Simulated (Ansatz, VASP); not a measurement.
**WS2: VASP beside Ansatz**

```
W S
1.0
     1.59383    0.92020    7.41039
    -1.59383    0.92020    7.41039
     0.00000   -1.84040    7.41039
W S
1 2
Direct
  0.99932 0.99932 0.99932
  0.73665 0.73665 0.73665
  0.59533 0.59533 0.59533
```

Alike in both runs: functional PBE; k mesh 12 × 12 × 12; occupations gaussian, width 0.02 eV; no spin polarisation.

Ansatz relaxed the structure, and its values are those at the end. VASP's run is a single point on that final structure, the one shown.

|  | VASP | Ansatz |
| --- | --- | --- |
| version | VASP 6.6.1 | Ansatz 0.2.0 |
| potentials or method | VASP PAW PBE potentials, release 64 (W_sv, S), cutoff 520 eV | scalar-relativistic, plane waves, PAW |
| valence electrons in the cell | 26 | 26 |

```csv
,VASP,Ansatz,Ansatz less VASP
gap on the k mesh at the Fermi level (eV),1.63,1.62,-0.014
least direct gap on the mesh (eV),1.81,1.81,-0.003
pressure (GPa),0.0,0.0,+0.04
rms of the force components (eV/Å),0.003,0.002,-0.0016
```

Spin-orbit coupling is off throughout.
